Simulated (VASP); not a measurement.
# CdS (Hawleyite) (F-43m) in VASP: a series of runs

CdS (Hawleyite) is run at these levels: LDA; tasks: single point.

Program: VASP 6.6.1. These are calculated values, not measurements. Logs are shortened: lines on timing, memory, paths and dates and some standing lists are left out, and cuts for length are marked.

### 1 The cell of the first run

The structure is cubic, space group F-43m (No. 216). Conventional cell: a = 5.910 Å, b = 5.910 Å, c = 5.910 Å, α = 90.00°, β = 90.00°, γ = 90.00°. Within 3.4 Å of Cd (site symmetry -43m) lie 4 S at 2.56 Å. S (site symmetry -43m) has 4 Cd at 2.56 Å within 3.4 Å.

### 2 Single point, LDA

Input file INCAR:

```
SYSTEM = CdS
PREC = Accurate ; ENCUT = 520
EDIFF = 1E-6 ; ISMEAR = 0
SIGMA = 0.1 ; LREAL = .FALSE.
LASPH = .TRUE. ; NELM = 80
ALGO = Normal ; ISIF = 2
LWAVE = .FALSE. ; LCHARG = .FALSE.
GGA = CA ; NBANDS = 16
```

Input file KPOINTS:

```
regular mesh
0
G
  6 6 6
  0 0 0
```

Input file POSCAR:

```
CdS
1.0
    0.0000000000      2.9548794012      2.9548794012
    2.9548794012      0.0000000000      2.9548794012
    2.9548794012      2.9548794012      0.0000000000
Cd S
1 1
Direct
    0.0000000000      0.0000000000      0.0000000000
    0.2500000000      0.2500000000      0.2500000000
```

Potentials or basis: VASP PAW LDA potentials, release 64 (Cd, S).

On the command line:

```sh
> cat potpaw_LDA.64/Cd/POTCAR potpaw_LDA.64/S/POTCAR > POTCAR
> mpirun -np 1 vasp_std > vasp.out
```

OUTCAR:

```text
SYSTEM = CdS
   PREC = Accurate
   ENCUT = 520
   EDIFF = 1E-6
   ISMEAR = 0
   LREAL = .FALSE.
   LASPH = .TRUE.
   NELM = 80
   ISIF = 2
   GGA = CA

 ion  position               nearest neighbor table
   1  0.000  0.000  0.000-   2 2.56   2 2.56   2 2.56   2 2.56
   2  0.250  0.250  0.250-   1 2.56   1 2.56   1 2.56   1 2.56

  LATTYP: Found a face centered cubic cell.
 ALAT       =     5.9097588024

  Lattice vectors:

 A1 = (   0.0000000000,   2.9548794012,   2.9548794012)
 A2 = (   2.9548794012,   0.0000000000,   2.9548794012)
 A3 = (   2.9548794012,   2.9548794012,   0.0000000000)

Analysis of symmetry for initial positions (statically):
=====================================================================
 Subroutine PRICEL returns:
 Original cell was already a primitive cell.

 Routine SETGRP: Setting up the symmetry group for a
 face centered cubic supercell.

 Subroutine GETGRP returns: Found 24 space group operations
 (whereof 24 operations were pure point group operations)
 out of a pool of 48 trial point group operations.

The static configuration has the point symmetry T_d .

Analysis of symmetry for dynamics (positions and initial velocities):
=====================================================================
 Subroutine PRICEL returns:
 Original cell was already a primitive cell.

 Routine SETGRP: Setting up the symmetry group for a
 face centered cubic supercell.

 Subroutine GETGRP returns: Found 24 space group operations
 (whereof 24 operations were pure point group operations)
 out of a pool of 48 trial point group operations.

The dynamic configuration has the point symmetry T_d .

 Subroutine INISYM returns: Found 24 space group operations
 (whereof 24 operations are pure point group operations),
 and found     1 'primitive' translations

----------------------------------------------------------------------------------------

                                     Primitive cell

  volume of cell :      51.5999

  direct lattice vectors                    reciprocal lattice vectors
     0.000000000  2.954879401  2.954879401    -0.169211644  0.169211644  0.169211644
     2.954879401  0.000000000  2.954879401     0.169211644 -0.169211644  0.169211644
     2.954879401  2.954879401  0.000000000     0.169211644  0.169211644 -0.169211644

  length of vectors
     4.178830524  4.178830524  4.178830524     0.293083164  0.293083164  0.293083164

  position of ions in fractional coordinates (direct lattice)
     0.000000000  0.000000000  0.000000000
     0.250000000  0.250000000  0.250000000

  ion indices of the primitive-cell ions
   primitive index   ion index
                 1           1
                 2           2

----------------------------------------------------------------------------------------

 KPOINTS: regular mesh

Automatic generation of k-mesh.
 Grid dimensions read from file:
 generate k-points for:    6    6    6

 Generating k-lattice:

  Cartesian coordinates                     Fractional coordinates (reciprocal lattice)
    -0.028201941  0.028201941  0.028201941     0.166666667  0.000000000  0.000000000
     0.028201941 -0.028201941  0.028201941     0.000000000  0.166666667  0.000000000
     0.028201941  0.028201941 -0.028201941     0.000000000  0.000000000  0.166666667

  Length of vectors
     0.048847194  0.048847194  0.048847194

  Shift w.r.t. Gamma in fractional coordinates (k-lattice)
     0.000000000  0.000000000  0.000000000

 Subroutine IBZKPT returns following result:
 ===========================================

 Found     16 irreducible k-points:

 Following reciprocal coordinates:
            Coordinates               Weight
  0.000000  0.000000  0.000000      1.000000
  0.166667  0.000000  0.000000      8.000000
  0.333333  0.000000  0.000000      8.000000
  0.500000  0.000000  0.000000      4.000000
  0.166667  0.166667  0.000000      6.000000
  0.333333  0.166667  0.000000     24.000000
[... 8 lines left out ...]
 -0.333333  0.333333  0.166667     24.000000
 -0.333333  0.500000  0.166667     12.000000
   k-points           NKPTS =     16   k-points in BZ     NKDIM =     16   number of bands    NBANDS=     16
   number of dos      NEDOS =    301   number of ions     NIONS =      2
   total plane-waves  NPLWV =  32768
   dimension x,y,z NGX =    32 NGY =   32 NGZ =   32
   dimension x,y,z NGXF=    64 NGYF=   64 NGZF=   64
   ions per type =               1   1
   NGX,Y,Z   is equivalent  to a cutoff of  12.73, 12.73, 12.73 a.u.
   NGXF,Y,Z  is equivalent  to a cutoff of  25.46, 25.46, 25.46 a.u.
 SYSTEM =  CdS
   PREC   = accura    normal or accurate (medium, high low for compatibility)
   ISTART =      0    job   : 0-new  1-cont  2-samecut
   ICHARG =      2    charge: 1-file 2-atom 10-const
   ISPIN  =      1    spin polarized calculation?
   LNONCOLLINEAR =      F non collinear calculations
   LSORBIT =      F    spin-orbit coupling
   LASPH  =      T    aspherical Exc in radial PAW
   ENCUT  =  520.0 eV  38.22 Ry    6.18 a.u.   7.77  7.77  7.77*2*pi/ulx,y,z
   NELM   =     80;   NELMIN=  2; NELMDL= -5     # of ELM steps
   EDIFF  = 0.1E-05   stopping-criterion for ELM
   LREAL  =      F    real-space projection
   EDIFFG = 0.1E-04   stopping-criterion for IOM
   NSW    =      0    number of steps for IOM
   IBRION =     -1    ionic relax: 0-MD 1-quasi-New 2-CG
   NFREE  =      0    steps in history (QN), initial steepest desc. (CG)
   ISIF   =      2    stress and relaxation
   ISYM   =      2    0-nonsym 1-usesym 2-fastsym
   POTIM  = 0.5000    time-step for ionic-motion
   TEBEG  =    0.0;   TEEND  =   0.0 temperature during run
   PSTRESS=    0.0 pullay stress
   NELECT =      18.0000    total number of electrons
   NUPDOWN=      -1.0000    fix difference up-down
   EMIN   =  10.00;   EMAX   =-10.00  energy-range for DOS
   EFERMI =   0.00;   METHOD = LEGACY
   ISMEAR =     0;   SIGMA  =   0.10  broadening in eV -4-tet -1-fermi 0-gaus
   EFERMI_NEDOS =   21; number of points for ismear=-14 and -15
   IALGO  =     38    algorithm
   IMIX   =      4    mixing-type and parameters
     AMIX     =   0.40;   BMIX     =  1.00
     AMIX_MAG =   1.60;   BMIX_MAG =  1.00
  volume/ion in A,a.u.               =      25.80       174.11
  Fermi-wavevector in a.u.,A,eV,Ry     =   1.152434  2.177784 18.069941  1.328103
  Thomas-Fermi vector in A             =   2.289085
   LORBIT       =      0    0 simple, 1 ext, 2 COOP (PROOUT), +10 PAW based schemes
   GGA     = CA    functional components
   LHFCALC =     F    Hartree Fock is set to
   AEXX    =    0.0000 exact exchange contribution
   IVDW    =     0    specifies the selected vdW correction
   LEPSILON=     F    determine dielectric tensor
   LRPA    =     F    only Hartree local field effects (RPA)
 non-spin polarized calculation
 Gauss-broadening in eV      SIGMA  =   0.10
  energy-cutoff  :      520.00
  volume of cell :       51.60
 maximum number of plane-waves:      1411
   NGX = 15   NGY = 15   NGZ = 15

 number of electron      18.0000003 magnetization

 Free energy of the ion-electron system (eV)
  ---------------------------------------------------
  ext. energy  EPLUGINS =         0.00000000
  ---------------------------------------------------
  free energy    TOTEN  =        -7.35727233 eV

  energy without entropy =       -7.35727233  energy(sigma->0) =       -7.35727233

 E-fermi :   1.2024     XC(G=0):  -9.4088

 val. band max:        0.7957091282   @ k =   0.0000   0.0000   0.0000
 cond. band min:       1.6000406007   @ k =   0.0000   0.0000   0.0000
 fundamental gap:      0.8043314725
 Fermi energy:         1.2024444826

 k-point     1 :       0.0000    0.0000    0.0000
  band No.  band energies     occupation
      1     -11.3254      2.00000
      2      -6.8454      2.00000
      3      -6.8454      2.00000
      4      -6.8454      2.00000
      5      -6.4123      2.00000
      6      -6.4123      2.00000
[... 8 lines left out ...]
     15      12.1717      0.00000
     16      12.1717      0.00000

 k-point     2 :       0.1667    0.0000    0.0000
  band No.  band energies     occupation
      1     -11.2240      2.00000
      2      -6.8111      2.00000
      3      -6.8111      2.00000
      4      -6.7517      2.00000
      5      -6.4131      2.00000
      6      -6.4131      2.00000
[... 8 lines left out ...]
     15      11.3377      0.00000
     16      12.1832      0.00000

 k-point     3 :       0.3333    0.0000    0.0000
  band No.  band energies     occupation
      1     -11.0203      2.00000
      2      -6.7553      2.00000
      3      -6.7553      2.00000
      4      -6.4084      2.00000
      5      -6.3975      2.00000
      6      -6.3975      2.00000
[... 8 lines left out ...]
     15      11.7268      0.00000
     16      11.7268      0.00000

 k-point     4 :       0.5000    0.0000    0.0000
  band No.  band energies     occupation
      1     -10.9191      2.00000
      2      -6.7363      2.00000
      3      -6.7363      2.00000
      4      -6.3785      2.00000
      5      -6.3785      2.00000
      6      -6.0613      2.00000
[... 8 lines left out ...]
     15      13.1781      0.00000
     16      13.1781      0.00000
[... 172 lines left out ...]
 k-point    14 :       0.5000    0.3333    0.1667
  band No.  band energies     occupation
      1     -10.8906      2.00000
      2      -6.6749      2.00000
      3      -6.6655      2.00000
      4      -6.4984      2.00000
      5      -6.3764      2.00000
      6      -6.1363      2.00000
[... 8 lines left out ...]
     15      13.4581      0.00000
     16      13.8270      0.00000

 k-point    15 :      -0.3333    0.3333    0.1667
  band No.  band energies     occupation
      1     -10.8264      2.00000
      2      -6.6711      2.00000
      3      -6.6314      2.00000
      4      -6.4506      2.00000
      5      -6.3953      2.00000
      6      -5.8975      2.00000
[... 8 lines left out ...]
     15      12.9574      0.00000
     16      13.9142      0.00000

 k-point    16 :      -0.3333    0.5000    0.1667
  band No.  band energies     occupation
      1     -10.7951      2.00000
      2      -6.6352      2.00000
      3      -6.6018      2.00000
      4      -6.4833      2.00000
      5      -6.3739      2.00000
      6      -5.8699      2.00000
[... 8 lines left out ...]
     15      13.7804      0.00000
     16      13.8260      0.00000

------------------------ aborting loop because EDIFF is reached ----------------------------------------

  FORCE on cell =-STRESS in cart. coord.  units (eV):
  Direction    XX          YY          ZZ          XY          YZ          ZX
  --------------------------------------------------------------------------------------
  -------------------------------------------------------------------------------------
  Total       -1.3136910     -1.3136910     -1.3136910      0.0000000     -0.0000000      0.0000000
  in kB      -40.7900790    -40.7900790    -40.7900790      0.0000000     -0.0000000      0.0000000
  external PRESSURE =     -40.7900790 kB  Pullay stress =       0.0000000 kB

 VOLUME and BASIS-vectors are now :
 -----------------------------------------------------------------------------
  energy-cutoff  :      520.00
  volume of cell :       51.60
      direct lattice vectors                 reciprocal lattice vectors
     0.000000000  2.954879401  2.954879401    -0.169211644  0.169211644  0.169211644
     2.954879401  0.000000000  2.954879401     0.169211644 -0.169211644  0.169211644
     2.954879401  2.954879401  0.000000000     0.169211644  0.169211644 -0.169211644

 POSITION                                       TOTAL-FORCE (eV/Angst)
 -----------------------------------------------------------------------------------
      0.00000      0.00000      0.00000         0.000000      0.000000      0.000000
      1.47744      1.47744      1.47744        -0.000000     -0.000000     -0.000000
 -----------------------------------------------------------------------------------
    total drift:                                0.000000      0.000000      0.000000

  FREE ENERGIE OF THE ION-ELECTRON SYSTEM (eV)
  ---------------------------------------------------
  free  energy   TOTEN  =        -7.3572723275 eV

  energy  without entropy=       -7.3572723274  energy(sigma->0) =       -7.35727233
```

Wall time 15 s (1 thread of Intel Xeon 8259CL, shared host); peak memory 0.15 GiB.

What came out:

```
Free energy            : -7.3573 eV
Pressure               : -4.1 GPa
Band gap on the k mesh : 0.80 eV, direct
```

Levels at points of the mesh, in eV from the valence-band top:
```tsv
k point	band 7	band 8	band 9	band 10	band 11	band 12
(0.00, 0.00, 0.00)	0.00	0.00	0.00	0.80	6.36	6.36
(0.50, 0.00, 0.00)	-4.29	-0.71	-0.71	2.72	6.83	6.83
(0.50, 0.50, 0.00)	-3.89	-1.79	-1.79	3.37	4.11	8.79
```

### 3 Single point, LDA

This run uses another cell than the first one, of 26.79 Å³/atom, 1.038 times its volume.

Input file INCAR:

```
PREC = Accurate ; ENCUT = 520
EDIFF = 1E-6 ; ISMEAR = 0
SIGMA = 0.1 ; LREAL = F
LASPH = T ; NELM = 100
ALGO = Normal ; ISIF = 2
LWAVE = F ; LCHARG = F
NBANDS = 16
```

Input file KPOINTS:

```
regular mesh
0
Gamma
  6 6 6
```

Input file POSCAR:

```
CdS
1.0
    0.0000000000      2.9922869091      2.9922869091
    2.9922869091      0.0000000000      2.9922869091
    2.9922869091      2.9922869091      0.0000000000
Cd S
1 1
Direct
    0.0000000000      0.0000000000      0.0000000000
    0.2500000000      0.2500000000      0.2500000000
```

Potentials or basis: VASP PAW LDA potentials, release 64 (Cd, S).

On the command line:

```sh
> cat potpaw_LDA.64/Cd/POTCAR potpaw_LDA.64/S/POTCAR > POTCAR
> mpirun -np 1 vasp_std > vasp.out
```

Wall time 14 s (1 thread of Intel Xeon 8259CL, shared host); peak memory 0.15 GiB.

It converged, with:

```yaml
Free_energy: -7.2965 eV
Pressure: -5.7 GPa
Band_gap_on_the_k_mesh: 0.72 eV, direct
```

Levels at points of the mesh, in eV from the valence-band top:
| k point | band 5 | band 6 | band 7 | band 8 | band 9 | band 10 | band 11 | band 12 | band 13 | band 14 |
| --- | --- | --- | --- | --- | --- | --- | --- | --- | --- | --- |
| (0.00, 0.00, 0.00) | -7.14 | -7.14 | 0.00 | 0.00 | 0.00 | 0.72 | 6.36 | 6.36 | 6.36 | 10.65 |
| (0.50, 0.00, 0.00) | -7.11 | -6.82 | -4.07 | -0.66 | -0.66 | 2.66 | 6.82 | 6.82 | 6.98 | 10.51 |
| (0.50, 0.50, 0.00) | -7.07 | -6.76 | -3.73 | -1.67 | -1.67 | 3.42 | 4.05 | 8.64 | 10.08 | 10.08 |

### 4 Single point, LDA

This run uses another cell than the first one, of 27.78 Å³/atom, 1.077 times its volume.

Input file INCAR:

```
ALGO     = Normal         # electronic algorithm
EDIFF    = 1E-6           # SCF threshold, eV
ENCUT    = 520            # plane-wave cutoff, eV
ISIF     = 2              # what is computed and relaxed
ISMEAR   = 0              # smearing method
LASPH    = T              # aspherical terms in the spheres
LCHARG   = T              # write CHGCAR
LELF     = T              # ELF
LREAL    = F              # projectors in reciprocal space
LVHAR    = T            
LWAVE    = F              # write WAVECAR
NBANDS   = 16             # bands
NELM     = 60             # most SCF steps
PREC     = Accurate       # precision mode
SIGMA    = 0.1            # smearing width, eV
```

Input file KPOINTS:

```
k-points
0
Gamma
  6 6 6
```

Input file POSCAR:

```
CdS
1.0
    0.0000000000      3.0287818096      3.0287818096
    3.0287818096      0.0000000000      3.0287818096
    3.0287818096      3.0287818096      0.0000000000
Cd S
1 1
Direct
    0.0000000000      0.0000000000      0.0000000000
    0.2500000000      0.2500000000      0.2500000000
```

On the command line:

```sh
> cat potpaw_LDA.64/Cd/POTCAR potpaw_LDA.64/S/POTCAR > POTCAR
> mpirun -np 1 vasp_std > vasp.out
```

Run time: 17 s. Hardware: 1 thread of Intel Xeon 8259CL, shared host; peak memory 0.16 GiB.

The run converged. Its results:

- Free energy: -7.2174 eV
- Pressure: -7.0 GPa
- Band gap on the k mesh: 0.64 eV, direct

Levels at points of the mesh, in eV from the valence-band top:
```tsv
k point	band 5	band 6	band 7	band 8	band 9	band 10	band 11	band 12	band 13	band 14
(0.00, 0.00, 0.00)	-7.08	-7.08	0.00	0.00	0.00	0.64	6.35	6.35	6.35	10.45
(0.50, 0.00, 0.00)	-7.06	-6.79	-3.88	-0.62	-0.62	2.59	6.80	6.80	6.86	10.40
(0.50, 0.50, 0.00)	-7.02	-6.73	-3.58	-1.56	-1.56	3.47	3.98	8.51	9.86	9.86
```

Expect the measured gap to be larger: semilocal functionals such as LDA lack the derivative discontinuity.

### 5 Overview

```csv
cell,gap on the mesh (eV),pressure (GPa)
"a = 4.179 Å, angles 60.0°, 2 atoms",0.80,-4.1
"a = 4.232 Å, angles 60.0°, 2 atoms",0.72,-5.7
"a = 4.283 Å, angles 60.0°, 2 atoms",0.64,-7.0
```

Alike in all rows: task single point; level LDA; potentials or basis VASP PAW LDA potentials, release 64 (Cd, S); no spin polarisation; k mesh 6 × 6 × 6; cutoff (eV) 520; smearing gaussian 0.1 eV.

Total energies depend on the potentials used, so only differences within one code and one set of settings carry meaning.
